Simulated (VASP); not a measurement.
Write the native input for VASP 6.6.1 that does the following.

| Item | Value |
| --- | --- |
| Task | single point |
| Functional | PBEsol |
| Potentials or basis | VASP PAW PBE potentials, release 64 (Zn, Cd, N) |
| Cutoff | 520 eV |
| k mesh | 6 × 6 × 4 |
| Occupations | fermi-dirac, width 0.05 eV |
| Spin | no spin polarisation |
| Dipole correction | no |
| Further INCAR settings | ALGO = Normal; EDIFF = 1e-06; NBANDS = 31 |

The structure of ZnCd2N2 lies in POSCAR:

```
ZnCd2N2
1.0
    3.9308020000      0.0000000000      0.0000000000
    1.9532264263      3.4111744152      0.0000000000
   -1.9677967434     -1.1407997071      6.5310987006
Zn Cd N
1 2 2
Direct
    0.5000000000      0.5000000000      0.5000000000
    0.2750555000      0.2750555000      0.8274160000
    0.7249445000      0.7249445000      0.1725840000
    0.4051275000      0.4051275000      0.2156880000
    0.5948725000      0.5948725000      0.7843120000
```

The input as run:

INCAR

```
SYSTEM = ZnCd2N2
ALGO = Normal
EDIFF = 1E-6
ENCUT = 520
GGA = PS
ISIF = 2
ISMEAR = -1
LASPH = .TRUE.
LCHARG = .FALSE.
LREAL = .FALSE.
LWAVE = .FALSE.
NBANDS = 31
NELM = 60
PREC = Accurate
SIGMA = 0.05
```

KPOINTS

```
k-points
0
G
  6 6 4
  0 0 0
```

Potentials or basis: VASP PAW PBE potentials, release 64 (Zn, Cd, N).

Command:

```bash
$ cat potpaw_PBE.64/Zn/POTCAR potpaw_PBE.64/Cd/POTCAR potpaw_PBE.64/N/POTCAR > POTCAR
$ mpirun -np 1 vasp_std > vasp.out
```

Results of the run:

* Pressure: -4.5 GPa
* Largest force: 0.112 eV/Å
* Band gap on the k mesh: zero (bands 23 and 24 overlap by 0.38 eV)

Caveat: the cell stands under tension; semilocal functionals underestimate gaps, and a narrow one can read as zero; the PAW data sets were made with another functional, which shifts forces and pressure a little.

It took 3.7 min on 1 thread of AMD EPYC 7R43 64-Core Processor (Zen 3), with other jobs on the host, peak memory 0.24 GiB.
